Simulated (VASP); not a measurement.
# KHoC (P-6m2) in VASP: notebook

KHoC is run at these levels: PBE; tasks: single point.

Program: VASP 6.6.1. These are calculated values, not measurements. Logs are shortened: lines on timing, memory, paths and dates and some standing lists are left out, and cuts for length are marked.

## Step 1: The cell of the first run

The structure is hexagonal, space group P-6m2 (No. 187). The conventional cell has a = 4.450 Å, b = 4.450 Å, c = 4.562 Å, α = 90.00°, β = 90.00°, γ = 120.00°. Within 4.6 Å of K (site symmetry -6m2) lie 6 Ho at 3.44 Å and 6 C at 3.44 Å and 8 K at 4.45 to 4.56 Å. Ho (site symmetry -6m2) has 3 C at 2.57 Å and 6 K at 3.44 Å within 3.5 Å. Within 3.5 Å of C (site symmetry -6m2) lie 3 Ho at 2.57 Å and 6 K at 3.44 Å.

The cell was built from a structure type or drawn by symmetry, and may not be a known phase.

## Step 2: Single point, PBE

Contents of INCAR:

```
  PREC = Accurate
  ENCUT = 600
  EDIFF = 1E-6
  ISMEAR = 0
  SIGMA = 0.1
  LREAL = F
  LASPH = T
  NELM = 200
  ALGO = Normal
  ISIF = 2
  LWAVE = F
  LCHARG = T
  GGA = PE
  LELF = T
  LVHAR = T
  NBANDS = 18
  GGA_COMPAT = F
  LMAXMIX = 6
```

Contents of KPOINTS:

```
Automatic mesh
0
Gamma
  6 6 4
```

Contents of POSCAR:

```
KHoC
1.0
    4.4495655500      0.0000000000      0.0000000000
   -2.2247827700      3.8534368000      0.0000000000
    0.0000000000      0.0000000000      4.5616829600
K Ho C
1 1 1
Direct
    0.0000000000      0.0000000000      0.0000000000
    0.6666666700      0.3333333300      0.5000000000
    0.3333333300      0.6666666700      0.5000000000
```

Potentials or basis: VASP PAW PBE potentials, release 64 (K_sv, Ho_3, C), 4f in core.

Launch:

```
cat potpaw_PBE.64/K_sv/POTCAR potpaw_PBE.64/Ho_3/POTCAR potpaw_PBE.64/C/POTCAR > POTCAR
mpirun -np 1 vasp_std > vasp.out
```

OUTCAR:

```text
PREC = Accurate
   ENCUT = 600
   EDIFF = 1E-6
   ISMEAR = 0
   LREAL = F
   LASPH = T
   NELM = 200
   ISIF = 2
   GGA = PE

 ion  position               nearest neighbor table
   1  0.000  0.000  0.000-   2 3.44   2 3.44   2 3.44   2 3.44   2 3.44   2 3.44
   2  0.667  0.333  0.500-   3 2.57   3 2.57   3 2.57   1 3.44   1 3.44   1 3.44   1 3.44   1 3.44
                             1 3.44
   3  0.333  0.667  0.500-   2 2.57   2 2.57   2 2.57

  LATTYP: Found a hexagonal cell.
 ALAT       =     4.4495655500
 C/A-ratio  =     1.0251973836

  Lattice vectors:

 A1 = (   4.4495655500,   0.0000000000,   0.0000000000)
 A2 = (  -2.2247827700,   3.8534368000,   0.0000000000)
 A3 = (   0.0000000000,   0.0000000000,   4.5616829600)

Analysis of symmetry for initial positions (statically):
=====================================================================
 Subroutine PRICEL returns:
 Original cell was already a primitive cell.

 Routine SETGRP: Setting up the symmetry group for a
 hexagonal supercell.

 Subroutine GETGRP returns: Found 12 space group operations
 (whereof 12 operations were pure point group operations)
 out of a pool of 24 trial point group operations.

The static configuration has the point symmetry D_3h.

Analysis of symmetry for dynamics (positions and initial velocities):
=====================================================================
 Subroutine PRICEL returns:
 Original cell was already a primitive cell.

 Routine SETGRP: Setting up the symmetry group for a
 hexagonal supercell.

 Subroutine GETGRP returns: Found 12 space group operations
 (whereof 12 operations were pure point group operations)
 out of a pool of 24 trial point group operations.

The dynamic configuration has the point symmetry D_3h.

 Subroutine INISYM returns: Found 12 space group operations
 (whereof 12 operations are pure point group operations),
 and found     1 'primitive' translations

----------------------------------------------------------------------------------------

                                     Primitive cell

  volume of cell :      78.2152

  direct lattice vectors                    reciprocal lattice vectors
     4.449565550  0.000000000  0.000000000     0.224741042  0.129754301  0.000000000
    -2.224782770  3.853436800  0.000000000     0.000000000  0.259508603  0.000000000
     0.000000000  0.000000000  4.561682960     0.000000000  0.000000000  0.219217339

[... 80 lines left out ...]
   NELM   =    200;   NELMIN=  2; NELMDL= -5     # of ELM steps
   EDIFF  = 0.1E-05   stopping-criterion for ELM
   LREAL  =      F    real-space projection
   EDIFFG = 0.1E-04   stopping-criterion for IOM
   NSW    =      0    number of steps for IOM
   IBRION =     -1    ionic relax: 0-MD 1-quasi-New 2-CG
   NFREE  =      0    steps in history (QN), initial steepest desc. (CG)
   ISIF   =      2    stress and relaxation
   ISYM   =      2    0-nonsym 1-usesym 2-fastsym
   POTIM  = 0.5000    time-step for ionic-motion
   TEBEG  =    0.0;   TEEND  =   0.0 temperature during run
   PSTRESS=    0.0 pullay stress
   NELECT =      22.0000    total number of electrons
   NUPDOWN=      -1.0000    fix difference up-down
   EMIN   =  10.00;   EMAX   =-10.00  energy-range for DOS
   EFERMI =   0.00;   METHOD = LEGACY
   ISMEAR =     0;   SIGMA  =   0.10  broadening in eV -4-tet -1-fermi 0-gaus
   EFERMI_NEDOS =   21; number of points for ismear=-14 and -15
   IALGO  =     38    algorithm
   IMIX   =      4    mixing-type and parameters
     AMIX     =   0.40;   BMIX     =  1.00
     AMIX_MAG =   1.60;   BMIX_MAG =  1.00
  volume/ion in A,a.u.               =      26.07       175.94
  Fermi-wavevector in a.u.,A,eV,Ry     =   1.072635  2.026987 15.654135  1.150546
  Thomas-Fermi vector in A             =   2.208411
   LORBIT       =      0    0 simple, 1 ext, 2 COOP (PROOUT), +10 PAW based schemes
   GGA     = PE    functional components
   LHFCALC =     F    Hartree Fock is set to
   AEXX    =    0.0000 exact exchange contribution
   IVDW    =     0    specifies the selected vdW correction
   LEPSILON=     F    determine dielectric tensor
   LRPA    =     F    only Hartree local field effects (RPA)
 non-spin polarized calculation
 Gauss-broadening in eV      SIGMA  =   0.10
  energy-cutoff  :      600.00
  volume of cell :       78.22
 maximum number of plane-waves:      2646
 NGX is ok and might be reduce to    36
   NGX = 17   NGY = 17   NGZ = 19

 number of electron      21.9999998 magnetization

 Free energy of the ion-electron system (eV)
  ---------------------------------------------------
  ext. energy  EPLUGINS =         0.00000000
  ---------------------------------------------------
  free energy    TOTEN  =       -12.20861014 eV

  energy without entropy =      -12.19058960  energy(sigma->0) =      -12.19959987

 E-fermi :   1.5616     XC(G=0):  -8.8418

 val. band max:        1.5353600677   @ k =   0.3333   0.3333   0.5000
 cond. band min:       1.5845419425   @ k =   0.3333   0.1667   0.0000
 fundamental gap:      0.0491818748
 Fermi energy:         1.5616280390

 k-point     1 :       0.0000    0.0000    0.0000
  band No.  band energies     occupation
      1     -29.0304      2.00000
      2     -22.6939      2.00000
      3     -22.2024      2.00000
      4     -22.2024      2.00000
      5     -12.5525      2.00000
      6     -12.5343      2.00000
[... 418 lines left out ...]
      5     -12.6134      2.00000
      6     -12.5982      2.00000
[... 10 lines left out ...]
     17       5.9541      0.00000
     18       8.3727      0.00000

------------------------ aborting loop because EDIFF is reached ----------------------------------------

  FORCE on cell =-STRESS in cart. coord.  units (eV):
  Direction    XX          YY          ZZ          XY          YZ          ZX
  --------------------------------------------------------------------------------------
  -------------------------------------------------------------------------------------
  Total       -4.5982828     -4.5982828      2.1001639     -0.0000000      0.0000000      0.0000000
  in kB      -94.1922808    -94.1922807     43.0202396     -0.0000001      0.0000000      0.0000000
  external PRESSURE =     -48.4547740 kB  Pullay stress =       0.0000000 kB

 VOLUME and BASIS-vectors are now :
 -----------------------------------------------------------------------------
  energy-cutoff  :      600.00
  volume of cell :       78.22
      direct lattice vectors                 reciprocal lattice vectors
     4.449565550  0.000000000  0.000000000     0.224741042  0.129754301  0.000000000
    -2.224782770  3.853436800  0.000000000     0.000000000  0.259508603  0.000000000
     0.000000000  0.000000000  4.561682960     0.000000000  0.000000000  0.219217339

 POSITION                                       TOTAL-FORCE (eV/Angst)
 -----------------------------------------------------------------------------------
      0.00000      0.00000      0.00000         0.000000      0.000000      0.000000
      2.22478      1.28448      2.28084         0.000000      0.000000      0.000000
     -0.00000      2.56896      2.28084        -0.000000      0.000000      0.000000
 -----------------------------------------------------------------------------------
    total drift:                                0.000004     -0.000002      0.000000

  FREE ENERGIE OF THE ION-ELECTRON SYSTEM (eV)
  ---------------------------------------------------
  free  energy   TOTEN  =       -12.2086101376 eV

  energy  without entropy=      -12.1905896030  energy(sigma->0) =      -12.19959987
```

OSZICAR:

```text
N       E                     dE             d eps       ncg     rms          rms(c)
DAV:   1     0.155434508508E+03    0.15543E+03   -0.10546E+04   780   0.126E+03
DAV:   2    -0.222239477720E+00   -0.15566E+03   -0.14972E+03  1112   0.374E+02
DAV:   3    -0.153703846362E+02   -0.15148E+02   -0.14857E+02  1208   0.918E+01
DAV:   4    -0.159900965325E+02   -0.61971E+00   -0.61800E+00  1360   0.152E+01
DAV:   5    -0.160052010675E+02   -0.15105E-01   -0.15097E-01  1176   0.225E+00    0.187E+01
DAV:   6    -0.131483524603E+02    0.28568E+01   -0.48520E+01  1184   0.196E+01    0.144E+01
DAV:   7    -0.122817366401E+02    0.86662E+00   -0.62317E+00  1160   0.763E+00    0.109E+01
DAV:   8    -0.122548708899E+02    0.26866E-01   -0.13090E+00  1080   0.452E+00    0.420E+00
DAV:   9    -0.122136571633E+02    0.41214E-01   -0.80687E-02  1086   0.117E+00    0.121E+00
DAV:  10    -0.122087062629E+02    0.49509E-02   -0.14509E-02  1200   0.524E-01    0.193E-01
DAV:  11    -0.122086429955E+02    0.63267E-04   -0.89515E-04  1056   0.142E-01    0.107E-01
DAV:  12    -0.122086127731E+02    0.30222E-04   -0.30868E-04  1216   0.695E-02    0.242E-02
DAV:  13    -0.122086105430E+02    0.22301E-05   -0.94852E-06  1064   0.154E-02    0.832E-03
DAV:  14    -0.122086101376E+02    0.40545E-06   -0.10828E-06   648   0.696E-03
   1 F= -.12208610E+02 E0= -.12199600E+02  d E =-.180205E-01
```

stdout:

```text
POSCAR found type information on POSCAR K HoC
 POSCAR found :  3 types and       3 ions
 scaLAPACK will be used
 LDA part: xc-table for (Slater+PW92), standard interpolation
 POSCAR, INCAR and KPOINTS ok, starting setup
 FFT: planning ... GRIDC
 FFT: planning ... GRID_SOFT
 FFT: planning ... GRID
 WAVECAR not read
 entering main loop
```

It took 14 s on 1 thread of Intel Xeon 6975P-C (Granite Rapids), shared host; peak memory 0.23 GiB.

What came out:

| Quantity | Value |
| --- | --- |
| Free energy | -12.2086 eV |
| Pressure | -4.8 GPa |
| Band gap on the k mesh | zero (bands 11 and 12 overlap by 0.11 eV) |

Stress tensor (GPa, compression positive):
```
-9.42  0.00  0.00
 0.00 -9.42  0.00
 0.00  0.00  4.30
```

Levels at points of the mesh, in eV from the Fermi level:
| k point | band 8 | band 9 | band 10 | band 11 | band 12 | band 13 | band 14 | band 15 |
| --- | --- | --- | --- | --- | --- | --- | --- | --- |
| (0.00, 0.00, 0.00) | -8.36 | -1.12 | -1.06 | -1.06 | 0.59 | 2.35 | 2.96 | 2.96 |
| (0.50, 0.00, 0.00) | -7.71 | -1.98 | -0.24 | -0.06 | 0.06 | 2.36 | 2.39 | 4.10 |
| (0.00, 0.00, 0.50) | -8.10 | -1.48 | -1.11 | -1.11 | 2.04 | 2.04 | 2.85 | 3.27 |
| (0.50, 0.00, 0.50) | -7.68 | -1.38 | -1.14 | 0.06 | 1.73 | 2.31 | 2.56 | 3.11 |

Caveat: the cell stands under tension; spin-orbit coupling is left out, which moves the levels of the heavy elements; the 4f electrons are frozen in the core, so they carry no moment and show no levels. Spin polarisation is off, so any magnetic state and its effect on volume and gap are missing.

## Step 3: Single point, PBE

This run uses another cell than the first one, of 28.75 Å³/atom.

Contents of INCAR:

```
SYSTEM = KHoC
PREC = Accurate
ENCUT = 600
EDIFF = 1E-6
ISMEAR = 0
SIGMA = 0.1
LREAL = .FALSE.
LASPH = .TRUE.
NELM = 200
ALGO = Normal
ISIF = 2
LWAVE = .FALSE.
LCHARG = .FALSE.
GGA = PE
NBANDS = 18
GGA_COMPAT = .FALSE.
LMAXMIX = 6
```

Contents of KPOINTS:

```
Automatic mesh
0
G
  6 6 4
  0 0 0
```

Contents of POSCAR:

```
KHoC
1.0
    3.9917705380     -0.0000000026      0.0000000000
   -1.9958852668      3.4569746933      0.0000000000
    0.0000000000      0.0000000000      6.2512084936
K Ho C
1 1 1
Direct
    0.0000000000      0.0000000000      0.0000000000
    0.6666666667      0.3333333333      0.5000000000
    0.3333333333      0.6666666667      0.5000000000
```

Potentials or basis: VASP PAW PBE potentials, release 64 (K_sv, Ho_3, C), 4f in core.

Launch:

```
cat potpaw_PBE.64/K_sv/POTCAR potpaw_PBE.64/Ho_3/POTCAR potpaw_PBE.64/C/POTCAR > POTCAR
mpirun -np 1 vasp_std > vasp.out
```

OUTCAR:

```text
SYSTEM = KHoC
   PREC = Accurate
   ENCUT = 600
   EDIFF = 1E-6
   ISMEAR = 0
   LREAL = .FALSE.
   LASPH = .TRUE.
   NELM = 200
   ISIF = 2
   GGA = PE

 ion  position               nearest neighbor table
   1  0.000  0.000  0.000-
   2  0.667  0.333  0.500-   3 2.30   3 2.30   3 2.30
   3  0.333  0.667  0.500-   2 2.30   2 2.30   2 2.30

  LATTYP: Found a hexagonal cell.
 ALAT       =     3.9917705380
 C/A-ratio  =     1.5660240072

  Lattice vectors:

[... 626 lines left out ...]

  FORCE on cell =-STRESS in cart. coord.  units (eV):
  Direction    XX          YY          ZZ          XY          YZ          ZX
  --------------------------------------------------------------------------------------
  -------------------------------------------------------------------------------------
  Total        0.3591178      0.3591178      0.0742787     -0.0000000     -0.0000000      0.0000000
  in kB        6.6699375      6.6699375      1.3795868     -0.0000000     -0.0000000      0.0000000
  external PRESSURE =       4.9064873 kB  Pullay stress =       0.0000000 kB

 VOLUME and BASIS-vectors are now :
 -----------------------------------------------------------------------------
  energy-cutoff  :      600.00
  volume of cell :       86.26
      direct lattice vectors                 reciprocal lattice vectors
     3.991770538 -0.000000003  0.000000000     0.250515402  0.144635134  0.000000000
    -1.995885267  3.456974693  0.000000000     0.000000000  0.289270269  0.000000000
     0.000000000  0.000000000  6.251208494     0.000000000  0.000000000  0.159969069

 POSITION                                       TOTAL-FORCE (eV/Angst)
 -----------------------------------------------------------------------------------
      0.00000      0.00000      0.00000        -0.000000      0.000000      0.000000
      1.99589      1.15232      3.12560         0.000000      0.000000      0.000000
      0.00000      2.30465      3.12560        -0.000000     -0.000000      0.000000
 -----------------------------------------------------------------------------------
    total drift:                                0.000000     -0.000000      0.000000

  FREE ENERGIE OF THE ION-ELECTRON SYSTEM (eV)
  ---------------------------------------------------
  free  energy   TOTEN  =       -13.1268514621 eV

  energy  without entropy=      -13.1038212410  energy(sigma->0) =      -13.11533635
```

OSZICAR:

```text
N       E                     dE             d eps       ncg     rms          rms(c)
DAV:   1     0.153242685431E+03    0.15324E+03   -0.10558E+04   772   0.125E+03
DAV:   2    -0.240763258097E+01   -0.15565E+03   -0.14922E+03  1118   0.369E+02
DAV:   3    -0.183084831422E+02   -0.15901E+02   -0.15677E+02  1286   0.908E+01
DAV:   4    -0.187782313547E+02   -0.46975E+00   -0.46905E+00  1344   0.129E+01
DAV:   5    -0.187985008243E+02   -0.20269E-01   -0.20263E-01  1200   0.215E+00    0.307E+01
DAV:   6    -0.138224214826E+02    0.49761E+01   -0.44881E+01  1192   0.218E+01    0.151E+01
DAV:   7    -0.133420127610E+02    0.48041E+00   -0.39163E+00  1182   0.781E+00    0.149E+01
DAV:   8    -0.137260139911E+02   -0.38400E+00   -0.93075E+00  1174   0.594E+00    0.179E+01
DAV:   9    -0.131665452325E+02    0.55947E+00   -0.23065E+00  1156   0.326E+00    0.566E+00
DAV:  10    -0.131322762338E+02    0.34269E-01   -0.68908E-02  1264   0.104E+00    0.188E+00
DAV:  11    -0.131273292515E+02    0.49470E-02   -0.11097E-02  1296   0.539E-01    0.355E-01
DAV:  12    -0.131269057559E+02    0.42350E-03   -0.35161E-03  1280   0.206E-01    0.260E-01
DAV:  13    -0.131268475758E+02    0.58180E-04   -0.34891E-04   984   0.734E-02    0.398E-02
DAV:  14    -0.131268509845E+02   -0.34087E-05   -0.24636E-05  1144   0.263E-02    0.215E-02
DAV:  15    -0.131268514621E+02   -0.47757E-06   -0.29582E-06   874   0.864E-03
   1 F= -.13126851E+02 E0= -.13115336E+02  d E =-.230302E-01
```

Wall time 18 s (1 thread of Intel Xeon 6975P-C (Granite Rapids), shared host); peak memory 0.24 GiB.

Results:

| Property | Result |
| --- | --- |
| Free energy | -13.1269 eV |
| Pressure | 0.5 GPa |
| Band gap on the k mesh | zero (bands 11 and 12 overlap by 1.31 eV) |

Levels at points of the mesh, in eV from the Fermi level:
```csv
k point,band 9,band 10,band 11,band 12,band 13,band 14
"(0.00, 0.00, 0.00)",-1.73,-1.57,-1.57,-0.94,2.98,3.82
"(0.50, 0.00, 0.00)",-1.96,-1.45,0.23,0.41,2.07,2.77
"(0.00, 0.00, 0.50)",-2.23,-1.58,-1.58,0.53,1.29,3.52
"(0.50, 0.00, 0.50)",-1.80,-1.62,0.21,1.06,1.22,3.18
```

Caveat: spin-orbit coupling is left out, which moves the levels of the heavy elements; the 4f electrons are frozen in the core, so they carry no moment and show no levels. Spin polarisation is off, so any magnetic state and its effect on volume and gap are missing.
